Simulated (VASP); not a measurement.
# Al2O3 (R-3c) in VASP: notebook, part 2 of 2

VASP 6.6.1.

## 3. Dielectric tensor, PBE

File INCAR:

```
SYSTEM = Al2O3
PREC     = Accurate       ! precision mode
ENCUT    = 520            ! plane-wave cutoff, eV
EDIFF    = 1E-8           ! SCF threshold, eV
ISMEAR   = 0              ! smearing method
SIGMA    = 0.01           ! smearing width, eV
LREAL    = .False.        ! projectors in reciprocal space
LASPH    = .True.         ! aspherical terms in the spheres
NELM     = 60             ! most SCF steps
ALGO     = Normal         ! electronic algorithm
ISIF     = 2              ! what is computed and relaxed
LWAVE    = .False.        ! write WAVECAR
LCHARG   = .False.        ! write CHGCAR
GGA      = PE             ! functional
LEPSILON = .True.         ! dielectric tensor by DFPT
```

File KPOINTS:

```
regular mesh
0
Gamma
  5 5 5
  0 0 0
```

File POSCAR:

```
Al2O3
1.0
    2.3802500000      1.3742379782      4.3318666667
   -2.3802500000      1.3742379782      4.3318666667
    0.0000000000     -2.7484759565      4.3318666667
Al O
4 6
Direct
    0.3520818657      0.3520818657      0.3520818657
    0.1479181343      0.1479181343      0.1479181343
    0.6479181343      0.6479181343      0.6479181343
    0.8520818657      0.8520818657      0.8520818657
    0.5564631077      0.9435368923      0.2500000000
    0.2500000000      0.5564631077      0.9435368923
    0.9435368923      0.2500000000      0.5564631077
    0.4435368923      0.0564631077      0.7500000000
    0.7500000000      0.4435368923      0.0564631077
    0.0564631077      0.7500000000      0.4435368923
```

Potentials or basis: VASP PAW PBE potentials, release 64 (Al, O).

The run is started by

```sh
$ cat potpaw_PBE.64/Al/POTCAR potpaw_PBE.64/O/POTCAR > POTCAR
$ mpirun -np 1 vasp_std > vasp.out
```

OUTCAR:

```text
SYSTEM = Al2O3
   PREC = Accurate
   ENCUT = 520
   EDIFF = 1E-8
   ISMEAR = 0
   LREAL = .False.
   LASPH = .True.
   NELM = 60
   ISIF = 2
   GGA = PE
   LEPSILON = .True.

 ion  position               nearest neighbor table
   1  0.352  0.352  0.352-   9 1.86  10 1.86   8 1.86   7 1.97   5 1.97   6 1.97   2 2.65   3 2.79
                             3 2.79   3 2.79   2 3.22   2 3.22   2 3.22
   2  0.148  0.148  0.148-  10 1.86   9 1.86   8 1.86   6 1.97   5 1.97   7 1.97   1 2.65   4 2.79
                             4 2.79   4 2.79   1 3.22   1 3.22   1 3.22
   3  0.648  0.648  0.648-   6 1.86   7 1.86   5 1.86  10 1.97   8 1.97   9 1.97   4 2.65   1 2.79
                             1 2.79   1 2.79   4 3.22   4 3.22   4 3.22
   4  0.852  0.852  0.852-   7 1.86   6 1.86   5 1.86   9 1.97   8 1.97  10 1.97   3 2.65   2 2.79
                             2 2.79   2 2.79   3 3.22   3 3.22   3 3.22
   5  0.556  0.944  0.250-   3 1.86   4 1.86   1 1.97   2 1.97
   6  0.250  0.556  0.944-   3 1.86   4 1.86   2 1.97   1 1.97
   7  0.944  0.250  0.556-   4 1.86   3 1.86   1 1.97   2 1.97
   8  0.444  0.056  0.750-   1 1.86   2 1.86   3 1.97   4 1.97
   9  0.750  0.444  0.056-   1 1.86   2 1.86   4 1.97   3 1.97
  10  0.056  0.750  0.444-   2 1.86   1 1.86   3 1.97   4 1.97

  LATTYP: Found a trigonal (rhomboedric) cell.
 ALAT       =     5.1302230849
 COS(alpha) =     0.5694707703

  Lattice vectors:

 A1 = (   2.3802500000,   1.3742379782,   4.3318666667)
 A2 = (  -2.3802500000,   1.3742379782,   4.3318666667)
 A3 = (   0.0000000000,  -2.7484759565,   4.3318666667)

Analysis of symmetry for initial positions (statically):
=====================================================================
 Subroutine PRICEL returns:
 Original cell was already a primitive cell.

 Routine SETGRP: Setting up the symmetry group for a
 trigonal (rhombohedral) supercell.

 Subroutine GETGRP returns: Found 12 space group operations
 (whereof  6 operations were pure point group operations)
 out of a pool of 12 trial point group operations.

The static configuration has the point symmetry S_6 .
 The point group associated with its full space group is D_3d.

Analysis of symmetry for dynamics (positions and initial velocities):
=====================================================================
 Subroutine PRICEL returns:
 Original cell was already a primitive cell.

 Routine SETGRP: Setting up the symmetry group for a
 trigonal (rhombohedral) supercell.

 Subroutine GETGRP returns: Found 12 space group operations
 (whereof  6 operations were pure point group operations)
 out of a pool of 12 trial point group operations.

The dynamic configuration has the point symmetry S_6 .
 The point group associated with its full space group is D_3d.

 Subroutine INISYM returns: Found 12 space group operations
 (whereof  6 operations are pure point group operations),
 and found     1 'primitive' translations

----------------------------------------------------------------------------------------

                                     Primitive cell

  volume of cell :      85.0180

[... 793 lines left out ...]
 -----------------------------------------------------------------------------------
      0.00000     -0.00000      4.57552        -0.000000      0.000000     -0.004454
      0.00000     -0.00000      1.92228        -0.000000     -0.000000      0.004454
      0.00000     -0.00000      8.42008        -0.000000     -0.000000      0.004454
      0.00000     -0.00000     11.07332        -0.000000      0.000000     -0.004454
     -0.92133      1.37424      7.58077         0.001303      0.000000      0.000000
     -0.72946     -1.48502      7.58077        -0.000651      0.001128     -0.000000
      1.65079      0.11078      7.58077        -0.000651     -0.001128     -0.000000
      0.92133     -1.37424      5.41483        -0.001303      0.000000     -0.000000
      0.72946      1.48502      5.41483         0.000651     -0.001128     -0.000000
     -1.65079     -0.11078      5.41483         0.000651      0.001128     -0.000000
 -----------------------------------------------------------------------------------
    total drift:                                0.000000     -0.000000      0.000000

  FREE ENERGIE OF THE ION-ELECTRON SYSTEM (eV)
  ---------------------------------------------------
  free  energy   TOTEN  =       -74.7525491678 eV

  energy  without entropy=      -74.7525491678  energy(sigma->0) =      -74.75254917

 HEAD OF MICROSCOPIC STATIC DIELECTRIC TENSOR (INDEPENDENT PARTICLE, excluding Hartree and local field effects)
 ------------------------------------------------------
           3.307447     0.000000     0.000000
           0.000000     3.307447    -0.000000
           0.000000    -0.000000     3.266130
 ------------------------------------------------------

 Free energy of the ion-electron system (eV)
  ---------------------------------------------------
  ---------------------------------------------------
  free energy    TOTEN  =        -0.57477716 eV

  energy without entropy =       -0.57477716

------------------------ aborting loop because EDIFF is reached ----------------------------------------

--------------------------------------- Ionic step        2  -------------------------------------------

------------------------ aborting loop because EDIFF is reached ----------------------------------------

--------------------------------------- Ionic step        3  -------------------------------------------

 Free energy of the ion-electron system (eV)
  ---------------------------------------------------
  ---------------------------------------------------
  free energy    TOTEN  =        -0.56593852 eV

  energy without entropy =       -0.56593852

------------------------ aborting loop because EDIFF is reached ----------------------------------------

 PIEZOELECTRIC TENSOR FIELD DIRECTION 3  (e Angst)
 -----------------------------------------------------------------------------
    -0.00019  0.00000  0.00000           ( -0.00001  0.00000  0.00000)
     0.00000 -0.00019 -0.00000           (  0.00000 -0.00001  0.00000)
     0.00000 -0.00000  0.00003           (  0.00000  0.00000 -0.00004)

 PIEZOELECTRIC TENSOR FIELD DIRECTION 3  (C/m^2)
 -----------------------------------------------------------------------------
    -0.00004  0.00000  0.00000
     0.00000 -0.00004 -0.00000
     0.00000 -0.00000  0.00001

 MACROSCOPIC STATIC DIELECTRIC TENSOR (including local field effects in DFT)
 ------------------------------------------------------
           3.236281     0.000000     0.000000
           0.000000     3.236281    -0.000000
           0.000000    -0.000000     3.203085
 ------------------------------------------------------

 PIEZOELECTRIC TENSOR (including local field effects)  for field in x, y, z        (e  Angst)
          XX          YY          ZZ          XY          YZ          ZX
  --------------------------------------------------------------------------------
  x     0.00000     0.00000     0.00000     0.00000     0.00000     0.00000
  y     0.00000     0.00000     0.00000     0.00000     0.00000     0.00000
  z     0.00000     0.00000     0.00000     0.00000     0.00000     0.00000

 PIEZOELECTRIC TENSOR (including local field effects)  for field in x, y, z        (C/m^2)
          XX          YY          ZZ          XY          YZ          ZX
  --------------------------------------------------------------------------------
  x     0.00000     0.00000     0.00000     0.00000     0.00000     0.00000
  y     0.00000     0.00000     0.00000     0.00000     0.00000     0.00000
  z     0.00000     0.00000     0.00000     0.00000     0.00000     0.00000

 BORN EFFECTIVE CHARGES (including local field effects) (in |e|, cummulative output)
 ---------------------------------------------------------------------------------
 ion    1
    1     2.96235    -0.03250    -0.00000
    2     0.03250     2.96235    -0.00000
    3     0.00000    -0.00000     2.93407
 ion    2
    1     2.96235     0.03250     0.00000
    2    -0.03250     2.96235    -0.00000
    3     0.00000    -0.00000     2.93407
 ion    3
    1     2.96235    -0.03250    -0.00000
    2     0.03250     2.96235    -0.00000
    3     0.00000    -0.00000     2.93407
 ion    4
    1     2.96235     0.03250     0.00000
    2    -0.03250     2.96235    -0.00000
    3     0.00000    -0.00000     2.93407
 ion    5
[... 8 lines left out ...]
    1    -1.92561    -0.08537     0.22288
    2    -0.08537    -2.02419    -0.12868
    3     0.30432    -0.17570    -1.95605
 ion    8
    1    -2.07347     0.00000     0.00000
    2     0.00000    -1.87633     0.25736
    3     0.00000     0.35140    -1.95605
 ion    9
    1    -1.92561     0.08537    -0.22288
    2     0.08537    -2.02419    -0.12868
    3    -0.30432    -0.17570    -1.95605
 ion   10
    1    -1.92561    -0.08537     0.22288
    2    -0.08537    -2.02419    -0.12868
    3     0.30432    -0.17570    -1.95605
```

It took 6.7 min on 1 thread of Intel Xeon Platinum 8488C (Sapphire Rapids), shared host; peak memory 0.43 GiB.

What came out:

- Band gap on the k mesh: 6.22 eV
- Electronic dielectric tensor (diagonal): 3.24, 3.24, 3.20
- Born charges (mean of the diagonal): Al +2.95; O -1.97 e

Levels at points of the mesh, in eV from the valence-band top:
| k point | band 22 | band 23 | band 24 | band 25 | band 26 | band 27 |
| --- | --- | --- | --- | --- | --- | --- |
| (0.00, 0.00, 0.00) | -0.04 | -0.04 | 0.00 | 6.22 | 9.14 | 10.74 |

Electronic dielectric tensor:
```
3.24 0.00 0.00
0.00 3.24 0.00
0.00 0.00 3.20
```

Born effective charge tensors (e):
atom 1, Al
```
 2.96 -0.03  0.00
 0.03  2.96  0.00
 0.00  0.00  2.93
```
atom 2, Al
```
 2.96  0.03  0.00
-0.03  2.96  0.00
 0.00  0.00  2.93
```
atom 3, Al
```
 2.96 -0.03  0.00
 0.03  2.96  0.00
 0.00  0.00  2.93
```
atom 4, Al
```
 2.96  0.03  0.00
-0.03  2.96  0.00
 0.00  0.00  2.93
```
atom 5, O
```
-2.07  0.00  0.00
 0.00 -1.88  0.26
 0.00  0.35 -1.96
```
atom 6, O
```
-1.93  0.09 -0.22
 0.09 -2.02 -0.13
-0.30 -0.18 -1.96
```
atom 7, O
```
-1.93 -0.09  0.22
-0.09 -2.02 -0.13
 0.30 -0.18 -1.96
```
atom 8, O
```
-2.07  0.00  0.00
 0.00 -1.88  0.26
 0.00  0.35 -1.96
```
atom 9, O
```
-1.93  0.09 -0.22
 0.09 -2.02 -0.13
-0.30 -0.18 -1.96
```
atom 10, O
```
-1.93 -0.09  0.22
-0.09 -2.02 -0.13
 0.30 -0.18 -1.96
```
